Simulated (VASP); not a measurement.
# Tl (Im-3m) in VASP: single point with PBE

Aim: the single point of Tl with PBE.

Everything below comes from runs of VASP 6.6.1. Logs are shortened: lines on timing, memory, paths and dates and some standing lists are left out, and cuts for length are marked.

## 1. The cell of the first run

It takes space group Im-3m (No. 229, cubic). Conventional cell: a = 3.991 Å, b = 3.991 Å, c = 3.991 Å, α = 90.00°, β = 90.00°, γ = 90.00°. Within 4.5 Å of Tl (site symmetry m-3m) lie 14 Tl at 3.46 to 3.99 Å.

## 2. Single point, PBE

INCAR

```
ALGO = Normal
EDIFF = 1E-7
ENCUT = 520
GGA = PE
ISIF = 2
ISMEAR = -1
LASPH = True
LCHARG = True
LELF = True
LREAL = False
LVHAR = True
LWAVE = False
NBANDS = 12
NELM = 100
PREC = Accurate
SIGMA = 0.13605693000000002
```

KPOINTS

```
k-points
0
Gamma
  12 12 12
```

POSCAR

```
Tl
1.0
   -1.9953433328      1.9953433328      1.9953433328
    1.9953433328     -1.9953433328      1.9953433328
    1.9953433328      1.9953433328     -1.9953433328
Tl
1
Direct
    0.0000000000      0.0000000000      0.0000000000
```

Potentials or basis: VASP PAW PBE potentials, release 64 (Tl_d).

The run is started by

```
$ cat potpaw_PBE.64/Tl_d/POTCAR > POTCAR
$ mpirun -np 1 vasp_std > vasp.out
```

OUTCAR:

```text
EDIFF = 1E-7
   ENCUT = 520
   GGA = PE
   ISIF = 2
   ISMEAR = -1
   LASPH = True
   LREAL = False
   NELM = 100
   PREC = Accurate

 ion  position               nearest neighbor table
   1  0.000  0.000  0.000-

  LATTYP: Found a body centered cubic cell.
 ALAT       =     3.9906866656

  Lattice vectors:

 A1 = (  -1.9953433328,   1.9953433328,   1.9953433328)
 A2 = (   1.9953433328,  -1.9953433328,   1.9953433328)
 A3 = (   1.9953433328,   1.9953433328,  -1.9953433328)

Analysis of symmetry for initial positions (statically):
=====================================================================
 Subroutine PRICEL returns:
 Original cell was already a primitive cell.

 Routine SETGRP: Setting up the symmetry group for a
 body centered cubic supercell.

 Subroutine GETGRP returns: Found 48 space group operations
 (whereof 48 operations were pure point group operations)
 out of a pool of 48 trial point group operations.

The static configuration has the point symmetry O_h .

Analysis of symmetry for dynamics (positions and initial velocities):
=====================================================================
 Subroutine PRICEL returns:
 Original cell was already a primitive cell.

 Routine SETGRP: Setting up the symmetry group for a
 body centered cubic supercell.

 Subroutine GETGRP returns: Found 48 space group operations
 (whereof 48 operations were pure point group operations)
 out of a pool of 48 trial point group operations.

The dynamic configuration has the point symmetry O_h .

 Subroutine INISYM returns: Found 48 space group operations
 (whereof 48 operations are pure point group operations),
 and found     1 'primitive' translations

----------------------------------------------------------------------------------------

                                     Primitive cell

  volume of cell :      31.7770

  direct lattice vectors                    reciprocal lattice vectors
    -1.995343333  1.995343333  1.995343333     0.000000000  0.250583442  0.250583442
     1.995343333 -1.995343333  1.995343333     0.250583442  0.000000000  0.250583442
     1.995343333  1.995343333 -1.995343333     0.250583442  0.250583442  0.000000000

  length of vectors
     3.456036031  3.456036031  3.456036031     0.354378502  0.354378502  0.354378502

  position of ions in fractional coordinates (direct lattice)
     0.000000000  0.000000000  0.000000000
[... 76 lines left out ...]
   EDIFF  = 0.1E-06   stopping-criterion for ELM
   LREAL  =      F    real-space projection
   EDIFFG = 0.1E-05   stopping-criterion for IOM
   NSW    =      0    number of steps for IOM
   IBRION =     -1    ionic relax: 0-MD 1-quasi-New 2-CG
   NFREE  =      0    steps in history (QN), initial steepest desc. (CG)
   ISIF   =      2    stress and relaxation
   ISYM   =      2    0-nonsym 1-usesym 2-fastsym
   POTIM  = 0.5000    time-step for ionic-motion
   TEBEG  =    0.0;   TEEND  =   0.0 temperature during run
   PSTRESS=    0.0 pullay stress
   NELECT =      13.0000    total number of electrons
   NUPDOWN=      -1.0000    fix difference up-down
   EMIN   =  10.00;   EMAX   =-10.00  energy-range for DOS
   EFERMI =   0.00;   METHOD = LEGACY
   ISMEAR =    -1;   SIGMA  =   0.14  broadening in eV -4-tet -1-fermi 0-gaus
   EFERMI_NEDOS =   21; number of points for ismear=-14 and -15
   IALGO  =     38    algorithm
   IMIX   =      4    mixing-type and parameters
     AMIX     =   0.40;   BMIX     =  1.00
     AMIX_MAG =   1.60;   BMIX_MAG =  1.00
  volume/ion in A,a.u.               =      31.78       214.44
  Fermi-wavevector in a.u.,A,eV,Ry     =   1.215304  2.296592 20.095318  1.476964
  Thomas-Fermi vector in A             =   2.350696
   LORBIT       =      0    0 simple, 1 ext, 2 COOP (PROOUT), +10 PAW based schemes
   GGA     = PE    functional components
   LHFCALC =     F    Hartree Fock is set to
   AEXX    =    0.0000 exact exchange contribution
   IVDW    =     0    specifies the selected vdW correction
   LEPSILON=     F    determine dielectric tensor
   LRPA    =     F    only Hartree local field effects (RPA)
 non-spin polarized calculation
  energy-cutoff  :      520.00
  volume of cell :       31.78
 maximum number of plane-waves:       887
 NGX is ok and might be reduce to    28
   NGX = 13   NGY = 13   NGZ = 13

 number of electron      12.9999997 magnetization

 Free energy of the ion-electron system (eV)
  ---------------------------------------------------
  ext. energy  EPLUGINS =         0.00000000
  ---------------------------------------------------
  free energy    TOTEN  =        -2.23625435 eV

  energy without entropy =       -2.20140307  energy(sigma->0) =       -2.21882871

 E-fermi :   5.5257     XC(G=0):  -9.6751

 val. band max:        5.5227728821   @ k =  -0.4167   0.4167   0.2500
 cond. band min:       5.5404360685   @ k =  -0.3333   0.4167   0.0833
 fundamental gap:      0.0176631864
 Fermi energy:         5.5257385061

 k-point     1 :       0.0000    0.0000    0.0000
  band No.  band energies     occupation
      1      -6.0188      2.00000
      2      -6.0188      2.00000
      3      -6.0188      2.00000
      4      -5.6851      2.00000
      5      -5.6851      2.00000
      6      -3.8394      2.00000
      7      15.2814      0.00000
      8      15.2814      0.00000
      9      15.2814      0.00000
     10      17.6054      0.00000
     11      17.6054      0.00000
     12      17.6054      0.00000
[... 331 lines left out ...]
 k-point    24 :       0.4167    0.0833    0.0833
  band No.  band energies     occupation
      1      -6.1319      2.00000
      2      -6.0603      2.00000
      3      -5.7003      2.00000
      4      -5.6851      2.00000
      5      -5.5428      2.00000
      6       0.5841      2.00000
      7       3.5753      2.00000
      8       9.2182      0.00000
      9      10.7435      0.00000
     10      17.1065      0.00000
     11      17.9997      0.00000
     12      21.4858      0.00000

 [... further k-points ...]
[... 5 lines left out ...]
  --------------------------------------------------------------------------------------
  -------------------------------------------------------------------------------------
  Total       -0.0540472     -0.0540472     -0.0540472     -0.0000000     -0.0000000     -0.0000000
  in kB       -2.7250257     -2.7250257     -2.7250257     -0.0000000     -0.0000000     -0.0000000
  external PRESSURE =      -2.7250257 kB  Pullay stress =       0.0000000 kB

 VOLUME and BASIS-vectors are now :
 -----------------------------------------------------------------------------
  energy-cutoff  :      520.00
  volume of cell :       31.78
      direct lattice vectors                 reciprocal lattice vectors
    -1.995343333  1.995343333  1.995343333     0.000000000  0.250583442  0.250583442
     1.995343333 -1.995343333  1.995343333     0.250583442  0.000000000  0.250583442
     1.995343333  1.995343333 -1.995343333     0.250583442  0.250583442  0.000000000

 POSITION                                       TOTAL-FORCE (eV/Angst)
 -----------------------------------------------------------------------------------
      0.00000      0.00000      0.00000         0.000000      0.000000     -0.000000
 -----------------------------------------------------------------------------------
    total drift:                               -0.000000      0.000000      0.000000

  FREE ENERGIE OF THE ION-ELECTRON SYSTEM (eV)
  ---------------------------------------------------
  free  energy   TOTEN  =        -2.2362543498 eV

  energy  without entropy=       -2.2014030702  energy(sigma->0) =       -2.21882871
```

OSZICAR:

```text
N       E                     dE             d eps       ncg     rms          rms(c)
DAV:   1     0.492978939860E+02    0.49298E+02   -0.66865E+03  1840   0.928E+02
DAV:   2    -0.168271860450E+01   -0.50981E+02   -0.50021E+02  1960   0.208E+02
DAV:   3    -0.225409320042E+01   -0.57137E+00   -0.57067E+00  1984   0.197E+01
DAV:   4    -0.225677017426E+01   -0.26770E-02   -0.26768E-02  1992   0.159E+00
DAV:   5    -0.225680458087E+01   -0.34407E-04   -0.34406E-04  1980   0.175E-01    0.157E+00
DAV:   6    -0.223927050508E+01    0.17534E-01   -0.28765E-02  1900   0.155E+00    0.114E+00
DAV:   7    -0.223636396650E+01    0.29065E-02   -0.93482E-03  1940   0.869E-01    0.514E-01
DAV:   8    -0.223624795118E+01    0.11602E-03   -0.35413E-04  1956   0.178E-01    0.286E-02
DAV:   9    -0.223625195802E+01   -0.40068E-05   -0.41087E-06  1964   0.190E-02    0.948E-03
DAV:  10    -0.223625434647E+01   -0.23885E-05   -0.20664E-06  1928   0.134E-02    0.638E-04
DAV:  11    -0.223625434983E+01   -0.33599E-08   -0.34754E-08  1224   0.131E-03
   1 F= -.22362543E+01 E0= -.22188287E+01  d E =-.348513E-01
```

Run time: 45 s. Hardware: 1 thread of AMD EPYC 7R13, shared host; peak memory 0.14 GiB.

What came out:

```yaml
Free_energy: -2.2363 eV
Pressure: -0.3 GPa
```

Caveat: spin-orbit coupling is left out, which moves the levels of the heavy elements.
